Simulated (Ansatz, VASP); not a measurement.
**Two plane-wave programs on BN**

```
CELL_PARAMETERS angstrom
1.25306 0.72345 3.29392
-1.25306 0.72345 3.29392
0.00000 -1.44690 3.29392
ATOMIC_POSITIONS crystal
B 0.99970 0.99970 0.99970
N 0.33274 0.33274 0.33274
```

Alike in both runs: task single point; functional PBE; dispersion D3(BJ); k mesh 12 × 12 × 12; occupations gaussian, width 0.02 eV; no spin polarisation.

```csv
,VASP,Ansatz
version,VASP 6.6.1,Ansatz 0.2.0
potentials or method,"VASP PAW PBE potentials, release 64 (B, N), cutoff 520 eV","scalar-relativistic, plane waves, PAW"
valence electrons in the cell,8,8
```

Ansatz gave:

| Property | Result |
| --- | --- |
| gap on the k mesh at the Fermi level (eV) | 4.24 |
| least direct gap on the mesh (eV) | 4.69 |

**Question.** Which values does VASP return?

**Answer.** gap on the k mesh at the Fermi level (eV): 4.23; least direct gap on the mesh (eV): 4.69.
